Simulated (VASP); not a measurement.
# Sc (P4/nmm) in VASP: single point with PBEsol

Aim: the single point of Sc with PBEsol.

Program: VASP 6.6.1. These are calculated values, not measurements. Logs are shortened: lines on timing, memory, paths and dates and some standing lists are left out, and cuts for length are marked.

### 1 The cell of the first run

Symmetry: P4/nmm, No. 129, tetragonal system. Conventional cell: a = 3.571 Å, b = 3.571 Å, c = 7.956 Å, α = 90.00°, β = 90.00°, γ = 90.00°. Sc (site symmetry 4mm) has 8 Sc at 3.31 to 3.57 Å within 4.4 Å.

### 2 Single point, PBEsol

Contents of INCAR:

```
SYSTEM = Sc
  PREC = Accurate
  ENCUT = 520
  EDIFF = 1E-7
  ISMEAR = 0
  SIGMA = 0.15
  LREAL = .FALSE.
  LASPH = .TRUE.
  NELM = 80
  ALGO = Normal
  ISIF = 2
  LWAVE = .FALSE.
  LCHARG = .FALSE.
  GGA = PS
  NBANDS = 18
```

Contents of KPOINTS:

```
Automatic mesh
0
G
  6 6 4
  0 0 0
```

Contents of POSCAR:

```
Sc
1.0
    3.5713700000      0.0000000000      0.0000000000
    0.0000000000      3.5713700000      0.0000000000
    0.0000000000      0.0000000000      7.9561300000
Sc
2
Direct
    0.0000000000      0.5000000000      0.1345600000
    0.5000000000      0.0000000000      0.8654400000
```

Potentials or basis: VASP PAW PBE potentials, release 64 (Sc_sv).

The run is started by

```sh
> cat potpaw_PBE.64/Sc_sv/POTCAR > POTCAR
> mpirun -np 1 vasp_std > vasp.out
```

OUTCAR:

```text
SYSTEM = Sc
   PREC = Accurate
   ENCUT = 520
   EDIFF = 1E-7
   ISMEAR = 0
   LREAL = .FALSE.
   LASPH = .TRUE.
   NELM = 80
   ISIF = 2
   GGA = PS

 ion  position               nearest neighbor table
   1  0.000  0.500  0.135-   2 3.31   2 3.31   2 3.31   2 3.31
   2  0.500  0.000  0.865-   1 3.31   1 3.31   1 3.31   1 3.31

  LATTYP: Found a simple tetragonal cell.
 ALAT       =     3.5713700000
 C/A-ratio  =     2.2277529351

  Lattice vectors:

 A1 = (   3.5713700000,   0.0000000000,   0.0000000000)
 A2 = (   0.0000000000,   3.5713700000,   0.0000000000)
 A3 = (   0.0000000000,   0.0000000000,   7.9561300000)

Analysis of symmetry for initial positions (statically):
=====================================================================
 Subroutine PRICEL returns:
 Original cell was already a primitive cell.

 Routine SETGRP: Setting up the symmetry group for a
 simple tetragonal supercell.

 Subroutine GETGRP returns: Found 16 space group operations
 (whereof  8 operations were pure point group operations)
 out of a pool of 16 trial point group operations.

The static configuration has the point symmetry D_2d.
 The point group associated with its full space group is D_4h.

Analysis of symmetry for dynamics (positions and initial velocities):
=====================================================================
 Subroutine PRICEL returns:
 Original cell was already a primitive cell.

 Routine SETGRP: Setting up the symmetry group for a
 simple tetragonal supercell.

 Subroutine GETGRP returns: Found 16 space group operations
 (whereof  8 operations were pure point group operations)
 out of a pool of 16 trial point group operations.

The dynamic configuration has the point symmetry D_2d.
 The point group associated with its full space group is D_4h.

 Subroutine INISYM returns: Found 16 space group operations
 (whereof  8 operations are pure point group operations),
 and found     1 'primitive' translations

----------------------------------------------------------------------------------------

                                     Primitive cell

  volume of cell :     101.4779

  direct lattice vectors                    reciprocal lattice vectors
     3.571370000  0.000000000  0.000000000     0.280004592  0.000000000  0.000000000
     0.000000000  3.571370000  0.000000000     0.000000000  0.280004592  0.000000000
     0.000000000  0.000000000  7.956130000     0.000000000  0.000000000  0.125689248

  length of vectors
     3.571370000  3.571370000  7.956130000     0.280004592  0.280004592  0.125689248

  position of ions in fractional coordinates (direct lattice)
     0.000000000  0.500000000  0.134560000
     0.500000000  0.000000000  0.865440000

  ion indices of the primitive-cell ions
   primitive index   ion index
                 1           1
                 2           2

----------------------------------------------------------------------------------------

 KPOINTS: Automatic mesh

Automatic generation of k-mesh.
 Grid dimensions read from file:
 generate k-points for:    6    6    4

 Generating k-lattice:

  Cartesian coordinates                     Fractional coordinates (reciprocal lattice)
     0.046667432  0.000000000  0.000000000     0.166666667  0.000000000  0.000000000
     0.000000000  0.046667432  0.000000000     0.000000000  0.166666667  0.000000000
     0.000000000  0.000000000  0.031422312     0.000000000  0.000000000  0.250000000

  Length of vectors
     0.046667432  0.046667432  0.031422312

  Shift w.r.t. Gamma in fractional coordinates (k-lattice)
     0.000000000  0.000000000  0.000000000

 Subroutine IBZKPT returns following result:
 ===========================================

 Found     30 irreducible k-points:

 Following reciprocal coordinates:
            Coordinates               Weight
  0.000000  0.000000  0.000000      1.000000
  0.166667  0.000000  0.000000      4.000000
  0.333333  0.000000  0.000000      4.000000
  0.500000  0.000000  0.000000      2.000000
  0.166667  0.166667  0.000000      4.000000
  0.333333  0.166667  0.000000      8.000000
[... 16 lines left out ...]
  0.333333  0.000000  0.500000      4.000000
  0.500000  0.000000  0.500000      2.000000
 [... further k-points ...]
   k-points           NKPTS =     30   k-points in BZ     NKDIM =     30   number of bands    NBANDS=     18
   number of dos      NEDOS =    301   number of ions     NIONS =      2
   total plane-waves  NPLWV =  47040
   dimension x,y,z NGX =    28 NGY =   28 NGZ =   60
   dimension x,y,z NGXF=    56 NGYF=   56 NGZF=  120
   ions per type =               2
   NGX,Y,Z   is equivalent  to a cutoff of  13.03, 13.03, 12.54 a.u.
   NGXF,Y,Z  is equivalent  to a cutoff of  26.07, 26.07, 25.07 a.u.
 SYSTEM =  Sc
   PREC   = accura    normal or accurate (medium, high low for compatibility)
   ISTART =      0    job   : 0-new  1-cont  2-samecut
   ICHARG =      2    charge: 1-file 2-atom 10-const
   ISPIN  =      1    spin polarized calculation?
   LNONCOLLINEAR =      F non collinear calculations
   LSORBIT =      F    spin-orbit coupling
   LASPH  =      T    aspherical Exc in radial PAW
   ENCUT  =  520.0 eV  38.22 Ry    6.18 a.u.   6.64  6.64 14.79*2*pi/ulx,y,z
   NELM   =     80;   NELMIN=  2; NELMDL= -5     # of ELM steps
   EDIFF  = 0.1E-06   stopping-criterion for ELM
   LREAL  =      F    real-space projection
   EDIFFG = 0.1E-05   stopping-criterion for IOM
   NSW    =      0    number of steps for IOM
   IBRION =     -1    ionic relax: 0-MD 1-quasi-New 2-CG
   NFREE  =      0    steps in history (QN), initial steepest desc. (CG)
   ISIF   =      2    stress and relaxation
   ISYM   =      2    0-nonsym 1-usesym 2-fastsym
   POTIM  = 0.5000    time-step for ionic-motion
   TEBEG  =    0.0;   TEEND  =   0.0 temperature during run
   PSTRESS=    0.0 pullay stress
   NELECT =      22.0000    total number of electrons
   NUPDOWN=      -1.0000    fix difference up-down
   EMIN   =  10.00;   EMAX   =-10.00  energy-range for DOS
   EFERMI =   0.00;   METHOD = LEGACY
   ISMEAR =     0;   SIGMA  =   0.15  broadening in eV -4-tet -1-fermi 0-gaus
   EFERMI_NEDOS =   21; number of points for ismear=-14 and -15
   IALGO  =     38    algorithm
   IMIX   =      4    mixing-type and parameters
     AMIX     =   0.40;   BMIX     =  1.00
     AMIX_MAG =   1.60;   BMIX_MAG =  1.00
  volume/ion in A,a.u.               =      50.74       342.40
  Fermi-wavevector in a.u.,A,eV,Ry     =   0.983464  1.858478 13.159579  0.967202
  Thomas-Fermi vector in A             =   2.114624
   LORBIT       =      0    0 simple, 1 ext, 2 COOP (PROOUT), +10 PAW based schemes
   GGA     = PS    functional components
   LHFCALC =     F    Hartree Fock is set to
   AEXX    =    0.0000 exact exchange contribution
   IVDW    =     0    specifies the selected vdW correction
   LEPSILON=     F    determine dielectric tensor
   LRPA    =     F    only Hartree local field effects (RPA)
 non-spin polarized calculation
 Gauss-broadening in eV      SIGMA  =   0.15
  energy-cutoff  :      520.00
  volume of cell :      101.48
 maximum number of plane-waves:      2755
 NGX is ok and might be reduce to    28
   NGX = 13   NGY = 13   NGZ = 29

 number of electron      22.0000003 magnetization

 Free energy of the ion-electron system (eV)
  ---------------------------------------------------
  ext. energy  EPLUGINS =         0.00000000
  ---------------------------------------------------
  free energy    TOTEN  =       -11.14149721 eV

  energy without entropy =      -11.04568518  energy(sigma->0) =      -11.09359120

 E-fermi :   0.4284     XC(G=0):  -6.9251

 val. band max:        0.4219196599   @ k =   0.1667   0.0000   0.0000
 cond. band min:       0.4425439183   @ k =   0.1667   0.0000   0.2500
 fundamental gap:      0.0206242584
 Fermi energy:         0.4283996526

 k-point     1 :       0.0000    0.0000    0.0000
  band No.  band energies     occupation
      1     -49.5500      2.00000
      2     -49.5190      2.00000
      3     -28.4079      2.00000
      4     -28.2879      2.00000
      5     -28.1564      2.00000
      6     -28.1564      2.00000
[... 10 lines left out ...]
     17       2.5512      0.00000
     18       2.7099      0.00000

 k-point     2 :       0.1667    0.0000    0.0000
  band No.  band energies     occupation
      1     -49.5464      2.00000
      2     -49.5195      2.00000
      3     -28.4015      2.00000
      4     -28.3020      2.00000
      5     -28.1640      2.00000
      6     -28.1499      2.00000
[... 10 lines left out ...]
     17       2.2171      0.00000
     18       2.3297      0.00000

 k-point     3 :       0.3333    0.0000    0.0000
  band No.  band energies     occupation
      1     -49.5378      2.00000
      2     -49.5222      2.00000
      3     -28.3862      2.00000
      4     -28.3349      2.00000
      5     -28.1764      2.00000
      6     -28.1491      2.00000
[... 10 lines left out ...]
     17       2.1063      0.00000
     18       2.2516      0.00000

 k-point     4 :       0.5000    0.0000    0.0000
  band No.  band energies     occupation
      1     -49.5285      2.00000
      2     -49.5285      2.00000
      3     -28.3654      2.00000
      4     -28.3654      2.00000
      5     -28.1762      2.00000
      6     -28.1762      2.00000
[... 375 lines left out ...]
      4     -28.3020      2.00000
      5     -28.1640      2.00000
      6     -28.1499      2.00000
[... 10 lines left out ...]
     17       2.2134      0.00000
     18       2.3135      0.00000

 k-point    23 :       0.3333    0.0000    0.5000
  band No.  band energies     occupation
      1     -49.5378      2.00000
      2     -49.5222      2.00000
      3     -28.3861      2.00000
      4     -28.3349      2.00000
      5     -28.1764      2.00000
      6     -28.1491      2.00000
[... 10 lines left out ...]
     17       1.8857      0.00000
     18       2.3297      0.00000

 k-point    24 :       0.5000    0.0000    0.5000
  band No.  band energies     occupation
      1     -49.5285      2.00000
      2     -49.5285      2.00000
      3     -28.3654      2.00000
      4     -28.3654      2.00000
      5     -28.1762      2.00000
      6     -28.1762      2.00000
[... 10 lines left out ...]
     17       2.2291      0.00000
     18       2.2291      0.00000

 [... further k-points ...]
[... 5 lines left out ...]
  --------------------------------------------------------------------------------------
  -------------------------------------------------------------------------------------
  Total       -4.0844955     -4.0844955     -2.5768796      0.0000000     -0.0000000      0.0000000
  in kB      -64.4877817    -64.4877817    -40.6848906      0.0000000     -0.0000000      0.0000000
  external PRESSURE =     -56.5534847 kB  Pullay stress =       0.0000000 kB

 VOLUME and BASIS-vectors are now :
 -----------------------------------------------------------------------------
  energy-cutoff  :      520.00
  volume of cell :      101.48
      direct lattice vectors                 reciprocal lattice vectors
     3.571370000  0.000000000  0.000000000     0.280004592  0.000000000  0.000000000
     0.000000000  3.571370000  0.000000000     0.000000000  0.280004592  0.000000000
     0.000000000  0.000000000  7.956130000     0.000000000  0.000000000  0.125689248

 POSITION                                       TOTAL-FORCE (eV/Angst)
 -----------------------------------------------------------------------------------
      0.00000      1.78568      1.07058         0.000000      0.000000     -0.771205
      1.78568      0.00000      6.88555         0.000000      0.000000      0.771205
 -----------------------------------------------------------------------------------
    total drift:                                0.000000      0.000000      0.000000

  FREE ENERGIE OF THE ION-ELECTRON SYSTEM (eV)
  ---------------------------------------------------
  free  energy   TOTEN  =       -11.1414972103 eV

  energy  without entropy=      -11.0456851842  energy(sigma->0) =      -11.09359120
```

Run time: 32 s. Hardware: 1 thread of Intel Xeon Platinum 8488C (Sapphire Rapids), shared host; peak memory 0.21 GiB.

What came out:

| Item | Value |
| --- | --- |
| Free energy | -11.1415 eV |
| Pressure | -5.7 GPa |
| Largest force | 0.771 eV/Å |
| Band gap on the k mesh | zero (bands 11 and 12 overlap by 0.33 eV) |

Forces in eV/Å, atoms in the order of the input:
```
Sc   0.000  0.000 -0.771
Sc   0.000  0.000  0.771
```

Caveat: the cell stands under tension; the PAW data sets were made with another functional, which shifts forces and pressure a little.

The gap in the log of VASP goes by the Fermi energy; the results here count the filled bands.